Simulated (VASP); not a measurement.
Wanted: the native input for a VASP 6.6.1 run.

```
Task                   : single point
Functional             : PBE
Potentials or basis    : VASP PAW PBE potentials, release 64 (Pd)
Cutoff                 : 500 eV
k mesh                 : 8 × 8 × 8
Occupations            : fermi-dirac, width 0.05 eV
Spin                   : no spin polarisation
Dipole correction      : no
Further INCAR settings : ALGO = Normal; EDIFF = 1e-06; NBANDS = 17
```

The structure of Pd lies in POSCAR:

```
Pd
1.0
    0.0000000000      2.9031345703      2.9031345703
    2.9031345703      0.0000000000      2.9031345703
    2.9031345703      2.9031345703      0.0000000000
Pd
2
Direct
    1.0000000000      1.0000000000      1.0000000000
    0.2500000000      0.2500000000      0.2500000000
```

This isn't the form of Pd at room conditions, which is fcc.

The input as run:

INCAR

```
SYSTEM = Pd
  PREC = Accurate
  ENCUT = 500
  EDIFF = 1E-6
  ISMEAR = -1
  SIGMA = 0.05
  LREAL = .FALSE.
  LASPH = .TRUE.
  NELM = 120
  ALGO = Normal
  ISIF = 2
  LWAVE = .FALSE.
  LCHARG = .FALSE.
  GGA = PE
  NBANDS = 17
  GGA_COMPAT = .FALSE.
```

KPOINTS

```
regular mesh
0
G
  8 8 8
  0 0 0
```

Potentials or basis: VASP PAW PBE potentials, release 64 (Pd).

Run with:

```console
$ cat potpaw_PBE.64/Pd/POTCAR > POTCAR
$ mpirun -np 1 vasp_std > vasp.out
```

It gave:

| Quantity | Value |
| --- | --- |
| Pressure | -0.2 GPa |
| Band gap on the k mesh | zero (bands 10 and 11 overlap by 0.34 eV) |

Run time: 9.1 s on 1 thread of AMD EPYC 9R45 96-Core Processor (Zen 5), with other jobs on the host, peak memory 0.14 GiB.
